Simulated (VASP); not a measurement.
A run of VASP 6.6.1 is set up as follows.

File POSCAR:

```
SnO2
1.0
    4.7373500000      0.0000000000      0.0000000000
    0.0000000000      4.7373500000      0.0000000000
    0.0000000000      0.0000000000      3.1864000000
Sn O
2 4
Direct
    0.0000000000      0.0000000000      0.0000000000
    0.5000000000      0.5000000000      0.5000000000
    0.3056200000      0.3056200000      0.0000000000
    0.1943800000      0.8056200000      0.5000000000
    0.6943800000      0.6943800000      0.0000000000
    0.8056200000      0.1943800000      0.5000000000
```

File INCAR.step1:

```
PREC = Accurate ; ENCUT = 520
ISMEAR = 0 ; SIGMA = 0.05
LREAL = False ; LASPH = True
NELM = 80 ; NBANDS = 35
GGA = PE ; ALGO = Normal
EDIFF = 1E-4 ; LWAVE = True
LCHARG = False
```

File INCAR.step2:

```
PREC = Accurate ; ENCUT = 520
EDIFF = 1E-7 ; ISMEAR = 0
SIGMA = 0.05 ; LREAL = False
LASPH = True ; NELM = 80
ALGO = Normal ; ISIF = 2
LWAVE = False ; LCHARG = False
METAGGA = R2SCAN ; LMIXTAU = True
NBANDS = 35 ; ISTART = 1
```

KPOINTS

```
Automatic mesh
0
Gamma
  6 6 8
```

Potentials or basis: VASP PAW PBE potentials, release 64 (Sn_d, O).

Command:

```console
$ cat potpaw_PBE.64/Sn_d/POTCAR potpaw_PBE.64/O/POTCAR > POTCAR
$ cp INCAR.step1 INCAR
$ mpirun -np 1 vasp_std > vasp.out
$ cp INCAR.step2 INCAR
$ mpirun -np 1 vasp_std > vasp.out
```

Problem. What does it give for the largest force?

Solution. 0.030 eV/Å.

Problem. What does it give for the pressure?

Solution. 4.2 GPa.

Stress tensor (GPa, compression positive):
```
3.81 0.00 0.00
0.00 3.81 0.00
0.00 0.00 5.04
```

Caveat: the PAW data sets were made with another functional, which shifts forces and pressure a little.
